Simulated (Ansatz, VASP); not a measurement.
## Sn2PbO2: VASP beside Ansatz

```
CELL_PARAMETERS angstrom
3.75970 0.00000 0.00000
-1.87985 3.25599 0.00000
0.00000 0.00000 9.36685
ATOMIC_POSITIONS crystal
Sn 0.00000 0.00000 0.64506
Sn 0.66667 0.33333 0.33289
Pb 0.00000 0.00000 0.97292
O 0.00000 0.00000 0.41084
O 0.66667 0.33333 0.57591
```

Alike in both runs: functional PBE; k mesh 6 × 6 × 2; occupations gaussian, width 0.1 eV; no spin polarisation.

Ansatz relaxed the structure, and its values are those at the end. VASP's run is a single point on that final structure, the one shown.

```csv
,VASP,Ansatz
version,VASP 6.6.1,Ansatz 0.2.0
potentials or method,"VASP PAW PBE potentials, release 64 (Sn_d, Pb_d, O), cutoff 520 eV","scalar-relativistic, plane waves, PAW"
valence electrons in the cell,54,54
```

```csv
,VASP,Ansatz,Ansatz less VASP
gap on the k mesh at the Fermi level (eV),none,none,-
pressure (GPa),0.3,0.2,-0.09
rms of the force components (eV/Å),0.025,0.007,-0.0186
```

A gap of «none» marks a metal or a gap that the smearing closes.

Spin-orbit coupling is off throughout.
